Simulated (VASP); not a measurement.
# GaN (Imm2) in VASP: single point with PBE

Aim: the single point of GaN with PBE.

All numbers are computed with VASP 6.6.1; they aren't measurements. Logs are shortened: lines on timing, memory, paths and dates and some standing lists are left out, and cuts for length are marked.

## (1) The cell of the first run

It takes space group Imm2 (No. 44, orthorhombic). Conventional cell: a = 3.187 Å, b = 3.187 Å, c = 4.507 Å, α = 90.00°, β = 90.00°, γ = 90.00°. Within 2.5 Å of Ga (site symmetry mm2) lie 4 N at 1.87 to 2.04 Å. N (site symmetry mm2) has 4 Ga at 1.87 to 2.04 Å within 2.5 Å.

## (2) Single point, PBE

Contents of INCAR:

```
ALGO     = Normal         # electronic algorithm
EDIFF    = 1E-6           # SCF threshold, eV
ENCUT    = 520            # plane-wave cutoff, eV
GGA      = PE             # functional
ISIF     = 2              # what is computed and relaxed
ISMEAR   = 0              # smearing method
LASPH    = True           # aspherical terms in the spheres
LCHARG   = False          # write CHGCAR
LREAL    = False          # projectors in reciprocal space
LWAVE    = False          # write WAVECAR
NBANDS   = 16             # bands
NELM     = 60             # most SCF steps
PREC     = Accurate       # precision mode
SIGMA    = 0.05           # smearing width, eV
```

Contents of KPOINTS:

```
k-points
0
Gamma
  12 12 12
```

Contents of POSCAR:

```
GaN
1.0
    0.0000000000      2.2535006075      2.2535006075
    2.2535006075      0.0000000000      2.2535006075
    2.2535006075      2.2535006075      0.0000000000
Ga N
1 1
Direct
    0.0332815530      0.0332815530     -0.0332815530
    0.7500000000      0.7500000000      0.7500000000
```

Potentials or basis: VASP PAW PBE potentials, release 64 (Ga_d, N).

Launch:

```sh
cat potpaw_PBE.64/Ga_d/POTCAR potpaw_PBE.64/N/POTCAR > POTCAR
mpirun -np 1 vasp_std > vasp.out
```

OUTCAR:

```text
EDIFF = 1E-6
   ENCUT = 520
   GGA = PE
   ISIF = 2
   ISMEAR = 0
   LASPH = True
   LREAL = False
   NELM = 60
   PREC = Accurate

 ion  position               nearest neighbor table
   1  0.033  0.033  0.967-   2 1.87   2 1.87   2 2.04   2 2.04
   2  0.750  0.750  0.750-   1 1.87   1 1.87   1 2.04   1 2.04

  LATTYP: Found a face centered cubic cell.
 ALAT       =     4.5070012150

  Lattice vectors:

 A1 = (   0.0000000000,   2.2535006075,   2.2535006075)
 A2 = (   2.2535006075,   0.0000000000,   2.2535006075)
 A3 = (   2.2535006075,   2.2535006075,   0.0000000000)

Analysis of symmetry for initial positions (statically):
=====================================================================
 Subroutine PRICEL returns:
 Original cell was already a primitive cell.

 Routine SETGRP: Setting up the symmetry group for a
 face centered cubic supercell.

 Subroutine GETGRP returns: Found  4 space group operations
 (whereof  4 operations were pure point group operations)
 out of a pool of 48 trial point group operations.

The static configuration has the point symmetry C_2v.

Analysis of symmetry for dynamics (positions and initial velocities):
=====================================================================
 Subroutine PRICEL returns:
 Original cell was already a primitive cell.

 Routine SETGRP: Setting up the symmetry group for a
 face centered cubic supercell.

 Subroutine GETGRP returns: Found  4 space group operations
 (whereof  4 operations were pure point group operations)
 out of a pool of 48 trial point group operations.

The dynamic configuration has the point symmetry C_2v.

 Subroutine INISYM returns: Found  4 space group operations
 (whereof  4 operations are pure point group operations),
 and found     1 'primitive' translations

----------------------------------------------------------------------------------------

                                     Primitive cell

  volume of cell :      22.8877

  direct lattice vectors                    reciprocal lattice vectors
     0.000000000  2.253500607  2.253500607    -0.221877020  0.221877020  0.221877020
     2.253500607  0.000000000  2.253500607     0.221877020 -0.221877020  0.221877020
     2.253500607  2.253500607  0.000000000     0.221877020  0.221877020 -0.221877020

  length of vectors
     3.186931122  3.186931122  3.186931122     0.384302272  0.384302272  0.384302272

  position of ions in fractional coordinates (direct lattice)
     0.033281553  0.033281553  0.966718447
     0.750000000  0.750000000  0.750000000

  ion indices of the primitive-cell ions
   primitive index   ion index
                 1           1
                 2           2

----------------------------------------------------------------------------------------

 KPOINTS: k-points

Automatic generation of k-mesh.
 Grid dimensions read from file:
 generate k-points for:   12   12   12

 Generating k-lattice:

  Cartesian coordinates                     Fractional coordinates (reciprocal lattice)
    -0.018489752  0.018489752  0.018489752     0.083333333  0.000000000  0.000000000
     0.018489752 -0.018489752  0.018489752     0.000000000  0.083333333  0.000000000
     0.018489752  0.018489752 -0.018489752     0.000000000  0.000000000  0.083333333

  Length of vectors
     0.032025189  0.032025189  0.032025189

  Shift w.r.t. Gamma in fractional coordinates (k-lattice)
     0.000000000  0.000000000  0.000000000

 Subroutine IBZKPT returns following result:
 ===========================================

 Found    280 irreducible k-points:

 Following reciprocal coordinates:
            Coordinates               Weight
  0.000000  0.000000  0.000000      1.000000
  0.083333  0.000000  0.000000      4.000000
  0.000000  0.000000  0.083333      4.000000
  0.166667  0.000000  0.000000      4.000000
  0.000000  0.000000  0.166667      4.000000
  0.250000  0.000000  0.000000      4.000000
[... 16 lines left out ...]
  0.083333  0.083333 -0.166667      4.000000
  0.333333  0.083333  0.000000      4.000000
 [... further k-points ...]
   k-points           NKPTS =    280   k-points in BZ     NKDIM =    280   number of bands    NBANDS=     16
   number of dos      NEDOS =    301   number of ions     NIONS =      2
   total plane-waves  NPLWV =  13824
   dimension x,y,z NGX =    24 NGY =   24 NGZ =   24
   dimension x,y,z NGXF=    48 NGYF=   48 NGZF=   48
   ions per type =               1   1
   NGX,Y,Z   is equivalent  to a cutoff of  12.52, 12.52, 12.52 a.u.
   NGXF,Y,Z  is equivalent  to a cutoff of  25.04, 25.04, 25.04 a.u.
 SYSTEM =  unknown system
   PREC   = accura    normal or accurate (medium, high low for compatibility)
   ISTART =      0    job   : 0-new  1-cont  2-samecut
   ICHARG =      2    charge: 1-file 2-atom 10-const
   ISPIN  =      1    spin polarized calculation?
   LNONCOLLINEAR =      F non collinear calculations
   LSORBIT =      F    spin-orbit coupling
   LASPH  =      T    aspherical Exc in radial PAW
   ENCUT  =  520.0 eV  38.22 Ry    6.18 a.u.   5.93  5.93  5.93*2*pi/ulx,y,z
   NELM   =     60;   NELMIN=  2; NELMDL= -5     # of ELM steps
   EDIFF  = 0.1E-05   stopping-criterion for ELM
   LREAL  =      F    real-space projection
   EDIFFG = 0.1E-04   stopping-criterion for IOM
   NSW    =      0    number of steps for IOM
   IBRION =     -1    ionic relax: 0-MD 1-quasi-New 2-CG
   NFREE  =      0    steps in history (QN), initial steepest desc. (CG)
   ISIF   =      2    stress and relaxation
   ISYM   =      2    0-nonsym 1-usesym 2-fastsym
   POTIM  = 0.5000    time-step for ionic-motion
   TEBEG  =    0.0;   TEEND  =   0.0 temperature during run
   PSTRESS=    0.0 pullay stress
   NELECT =      18.0000    total number of electrons
   NUPDOWN=      -1.0000    fix difference up-down
   EMIN   =  10.00;   EMAX   =-10.00  energy-range for DOS
   EFERMI =   0.00;   METHOD = LEGACY
   ISMEAR =     0;   SIGMA  =   0.05  broadening in eV -4-tet -1-fermi 0-gaus
   EFERMI_NEDOS =   21; number of points for ismear=-14 and -15
   IALGO  =     38    algorithm
   IMIX   =      4    mixing-type and parameters
     AMIX     =   0.40;   BMIX     =  1.00
     AMIX_MAG =   1.60;   BMIX_MAG =  1.00
  volume/ion in A,a.u.               =      11.44        77.23
  Fermi-wavevector in a.u.,A,eV,Ry     =   1.511117  2.855596 31.068543  2.283473
  Thomas-Fermi vector in A             =   2.621216
   LORBIT       =      0    0 simple, 1 ext, 2 COOP (PROOUT), +10 PAW based schemes
   GGA     = PE    functional components
   LHFCALC =     F    Hartree Fock is set to
   AEXX    =    0.0000 exact exchange contribution
   IVDW    =     0    specifies the selected vdW correction
   LEPSILON=     F    determine dielectric tensor
   LRPA    =     F    only Hartree local field effects (RPA)
 non-spin polarized calculation
 Gauss-broadening in eV      SIGMA  =   0.05
  energy-cutoff  :      520.00
  volume of cell :       22.89
 maximum number of plane-waves:       636
   NGX = 11   NGY = 11   NGZ = 11

 number of electron      18.0000000 magnetization

 Free energy of the ion-electron system (eV)
  ---------------------------------------------------
  ext. energy  EPLUGINS =         0.00000000
  ---------------------------------------------------
  free energy    TOTEN  =       -12.00746967 eV

  energy without entropy =      -12.00746967  energy(sigma->0) =      -12.00746967

 E-fermi :   5.7635     XC(G=0): -11.6665

 val. band max:        5.5032739816   @ k =   0.0000   0.0000   0.0000
 cond. band min:       7.0130920756   @ k =   0.0000   0.0000   0.0000
 fundamental gap:      1.5098180940
 Fermi energy:         5.7635059571

 k-point     1 :       0.0000    0.0000    0.0000
  band No.  band energies     occupation
      1     -10.7326      2.00000
      2      -8.2486      2.00000
      3      -8.1575      2.00000
      4      -8.1418      2.00000
      5      -7.8903      2.00000
      6      -7.8756      2.00000
[... 8 lines left out ...]
     15      23.7406      0.00000
     16      24.1786      0.00000

 k-point     2 :       0.0833    0.0000    0.0000
  band No.  band energies     occupation
      1     -10.6521      2.00000
      2      -8.2399      2.00000
      3      -8.1484      2.00000
      4      -8.1140      2.00000
      5      -7.8907      2.00000
      6      -7.8772      2.00000
[... 8 lines left out ...]
     15      22.8720      0.00000
     16      23.1340      0.00000

 k-point     3 :       0.0000    0.0000    0.0833
  band No.  band energies     occupation
      1     -10.6608      2.00000
      2      -8.2389      2.00000
      3      -8.1654      2.00000
      4      -8.0965      2.00000
      5      -7.8914      2.00000
      6      -7.8763      2.00000
[... 8 lines left out ...]
     15      23.1383      0.00000
     16      23.2313      0.00000

 k-point     4 :       0.1667    0.0000    0.0000
  band No.  band energies     occupation
      1     -10.4353      2.00000
      2      -8.2085      2.00000
      3      -8.1262      2.00000
      4      -8.0200      2.00000
      5      -7.8878      2.00000
      6      -7.8789      2.00000
[... 8 lines left out ...]
     15      22.0550      0.00000
     16      22.1879      0.00000

 k-point     5 :       0.0000    0.0000    0.1667
  band No.  band energies     occupation
      1     -10.4692      2.00000
      2      -8.2137      2.00000
      3      -8.1572      2.00000
      4      -7.9765      2.00000
      5      -7.8920      2.00000
      6      -7.8764      2.00000
[... 8 lines left out ...]
     15      22.3050      0.00000
     16      22.3845      0.00000

 k-point     6 :       0.2500    0.0000    0.0000
  band No.  band energies     occupation
      1     -10.1591      2.00000
      2      -8.1621      2.00000
      3      -8.1032      2.00000
      4      -7.8923      2.00000
      5      -7.8732      2.00000
      6      -7.7861      2.00000
[... 8 lines left out ...]
     15      21.8526      0.00000
     16      22.1177      0.00000
[... 267 lines left out ...]
 k-point    21 :       0.0000    0.2500    0.0833
  band No.  band energies     occupation
      1     -10.1983      2.00000
      2      -8.1594      2.00000
      3      -8.1056      2.00000
      4      -7.9219      2.00000
      5      -7.8781      2.00000
      6      -7.8241      2.00000
[... 8 lines left out ...]
     15      22.9739      0.00000
     16      23.2711      0.00000

 k-point    22 :       0.0833    0.0000    0.2500
  band No.  band energies     occupation
      1     -10.2556      2.00000
      2      -8.1958      2.00000
      3      -8.1346      2.00000
      4      -7.9220      2.00000
      5      -7.8689      2.00000
      6      -7.7669      2.00000
[... 8 lines left out ...]
     15      22.8754      0.00000
     16      23.8081      0.00000

 k-point    23 :       0.0833    0.0833   -0.1667
  band No.  band energies     occupation
      1     -10.2580      2.00000
      2      -8.1749      2.00000
      3      -8.1218      2.00000
      4      -7.9296      2.00000
      5      -7.8589      2.00000
      6      -7.7900      2.00000
[... 8 lines left out ...]
     15      22.8545      0.00000
     16      23.6086      0.00000

 k-point    24 :       0.3333    0.0833    0.0000
  band No.  band energies     occupation
      1      -9.9782      2.00000
      2      -8.1462      2.00000
      3      -8.0759      2.00000
      4      -7.9210      2.00000
      5      -7.8452      2.00000
      6      -7.4552      2.00000
[... 8 lines left out ...]
     15      22.4744      0.00000
     16      23.9601      0.00000

 [... further k-points ...]
[... 5 lines left out ...]
  --------------------------------------------------------------------------------------
  -------------------------------------------------------------------------------------
  Total        1.1787205      1.1787205      0.7479490     -1.2897529      0.0000000      0.0000000
  in kB       82.5122408     82.5122408     52.3575759    -90.2846762      0.0000000      0.0000000
  external PRESSURE =      72.4606858 kB  Pullay stress =       0.0000000 kB

 VOLUME and BASIS-vectors are now :
 -----------------------------------------------------------------------------
  energy-cutoff  :      520.00
  volume of cell :       22.89
      direct lattice vectors                 reciprocal lattice vectors
     0.000000000  2.253500607  2.253500607    -0.221877020  0.221877020  0.221877020
     2.253500607  0.000000000  2.253500607     0.221877020 -0.221877020  0.221877020
     2.253500607  2.253500607  0.000000000     0.221877020  0.221877020 -0.221877020

 POSITION                                       TOTAL-FORCE (eV/Angst)
 -----------------------------------------------------------------------------------
      2.25350      2.25350      0.15000        -0.000000     -0.000000     -1.784254
      3.38025      3.38025      3.38025         0.000000      0.000000      1.784254
 -----------------------------------------------------------------------------------
    total drift:                                0.000001      0.000001     -0.000076

  FREE ENERGIE OF THE ION-ELECTRON SYSTEM (eV)
  ---------------------------------------------------
  free  energy   TOTEN  =       -12.0074696744 eV

  energy  without entropy=      -12.0074696744  energy(sigma->0) =      -12.00746967
```

Wall time 2.6 min (1 thread of AMD EPYC 7R13, shared host); peak memory 0.19 GiB.

What came out:

* Free energy: -12.0075 eV
* Pressure: 7.2 GPa
* Largest force: 1.784 eV/Å
* Band gap on the k mesh: 1.51 eV, direct

Forces on the atoms (eV/Å):
```
Ga   0.000  0.000 -1.784
N    0.000  0.000  1.784
```

Caveat: forces of over 1 eV/Å act on the atoms, so gaps and moduli don't describe the material at rest.
